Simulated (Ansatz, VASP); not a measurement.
**SiC: VASP beside Ansatz**

Contents of POSCAR:

```
SiC
1.0
    3.3212106082      0.0000000000      0.0000000000
   -1.6606053041      2.8762527580      0.0000000000
    0.0000000000      0.0000000000      5.2500935267
Si C
2 2
Direct
    0.3333333333      0.6666666667      0.0046028828
    0.6666666667      0.3333333333      0.5046028828
    0.3333333333      0.6666666667      0.3803971172
    0.6666666667      0.3333333333      0.8803971172
```

File INCAR.step1:

```
SYSTEM = SiC
PREC = Accurate
ENCUT = 520
ISMEAR = 0
SIGMA = 0.05
LREAL = .FALSE.
LASPH = .TRUE.
NELM = 100
NBANDS = 16
GGA = PE
ALGO = Normal
EDIFF = 1E-4
LWAVE = .TRUE.
LCHARG = .FALSE.
```

The input INCAR.step2:

```
SYSTEM = SiC
PREC = Accurate
ENCUT = 520
EDIFF = 1E-7
ISMEAR = 0
SIGMA = 0.05
LREAL = .FALSE.
LASPH = .TRUE.
NELM = 100
ALGO = Normal
ISIF = 2
LWAVE = .FALSE.
LCHARG = .FALSE.
METAGGA = R2SCAN
LMIXTAU = .TRUE.
NBANDS = 16
ISTART = 1
```

File KPOINTS:

```
regular mesh
0
G
  12 12 6
  0 0 0
```

Input for Ansatz:

```yaml
crystal:
  lattice:
    - [3.3212106082, 0.0, 0.0]
    - [-1.6606053041, 2.876252758, 0.0]
    - [0.0, 0.0, 5.2500935267]
  atoms:
    - { symbol: Si, position: [0.3333333333, 0.6666666667, 0.0046028828] }
    - { symbol: Si, position: [0.6666666667, 0.3333333333, 0.5046028828] }
    - { symbol: C, position: [0.3333333333, 0.6666666667, 0.3803971172] }
    - { symbol: C, position: [0.6666666667, 0.3333333333, 0.8803971172] }
basis:
  ecutwfc: 500
kpoints:
  mp_grid: { grid: [12, 12, 6] }
hamiltonian:
  xc: r2scan
scf:
  occupations: { method: gaussian, width: 0.05 }
output:
  forces: true
  stress: true
  eigenvalues: true
```

Change from the starting cell: strain +0.080 along x and y, +0.040 along z, atoms carried along.

Alike in both runs: task single point; functional r2SCAN; k mesh 12 × 12 × 6; occupations gaussian, width 0.05 eV; no spin polarisation.

|  | VASP | Ansatz |
| --- | --- | --- |
| version | VASP 6.6.1 | Ansatz 0.2.0 |
| potentials or method | VASP PAW PBE potentials, release 64 (Si, C), cutoff 520 eV | scalar-relativistic, plane waves, PAW |
| valence electrons in the cell | 16 | 16 |

|  | VASP | Ansatz | Ansatz less VASP |
| --- | --- | --- | --- |
| gap on the k mesh at the Fermi level (eV) | 2.59 | 2.59 | -0.001 |
| least direct gap on the mesh (eV) | 3.21 | 3.20 | -0.003 |
| pressure (GPa) | -29.8 | -29.7 | +0.06 |
| traceless stress, the component that is largest in VASP (GPa) | 9.46 | 9.40 | -0.061 |
| rms of the force components (eV/Å) | 0.032 | 0.032 | +0.0001 |

VASP's potentials were made for PBE, not for r2SCAN. Atom by atom the forces differ by 0.000 eV/Å (rms over components). Both programs put the cell under strong tension, so it lies far from rest at this level. With one functional, cell and mesh, what is left measures potentials, basis and numerics.
